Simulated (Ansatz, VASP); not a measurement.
Given: the input of a run of VASP 6.6.1 on NaLa.

Contents of INCAR:

```
SYSTEM = NaLa
  PREC = Accurate
  ENCUT = 520
  EDIFF = 1E-6
  ISMEAR = 0
  SIGMA = 0.05
  LREAL = .FALSE.
  LASPH = .TRUE.
  NELM = 60
  ALGO = Normal
  ISIF = 2
  LWAVE = .FALSE.
  LCHARG = .FALSE.
  GGA = PE
  NBANDS = 16
```

The input KPOINTS:

```
Automatic mesh
0
G
  9 9 4
  0 0 0
```

POSCAR

```
NaLa
1.0
    3.6999612433      0.0000000000      0.0000000000
   -1.8499806216      3.2042604297      0.0000000000
    0.0000000000      0.0000000000      6.6522667581
La Na
1 1
Direct
    0.3333333333      0.6666666667      0.5000000000
    0.0000000000      0.0000000000      0.0000000000
```

Potentials or basis: VASP PAW PBE potentials, release 64 (La, Na_pv).

The run is started by

```bash
$ cat potpaw_PBE.64/La/POTCAR potpaw_PBE.64/Na_pv/POTCAR > POTCAR
$ mpirun -np 1 vasp_std > vasp.out
```

Problem. Set up the same calculation for Ansatz 0.2.0. Potentials there: all-electron LAPW, scalar-relativistic.

Solution. As run (the cutoff follows the program's own potentials):

input.yaml

```yaml
crystal:
  lattice:
    - [3.6999612433, 0.0, 0.0]
    - [-1.8499806216, 3.2042604297, 0.0]
    - [0.0, 0.0, 6.6522667581]
  atoms:
    - { symbol: La, position: [0.3333333333, 0.6666666667, 0.5] }
    - { symbol: Na, position: [0.0, 0.0, 0.0] }
kpoints:
  mp_grid: { grid: [9, 9, 4] }
scf:
  occupations: { method: gaussian, width: 0.05 }
hamiltonian:
  xc: pbe
  pseudopotentials: { kind: all_electron, lapw: { basis_error: 0.001 } }
output:
  forces: true
  stress: true
  eigenvalues: true
```

Potentials or basis: all-electron LAPW, scalar-relativistic.

Launch:

```bash
$ ansatz run input.yaml --threads 2 --pin off --max-ram 6144MiB --backend cpu --events-out ev --progress --plain --runs-dir out
```

Both were run:

|  | VASP | Ansatz | Ansatz less VASP |
| --- | --- | --- | --- |
| gap on the k mesh at the Fermi level (eV) | none | none | - |
| pressure (GPa) | -1.2 | -1.2 | +0.02 |
| traceless stress, the component that is largest in VASP (GPa) | 0.17 | 0.17 | -0.005 |

A gap of «none» marks a metal or a gap that the smearing closes. Ansatz ran all-electron here, and VASP with PAW potentials.

Spin-orbit coupling is off throughout.
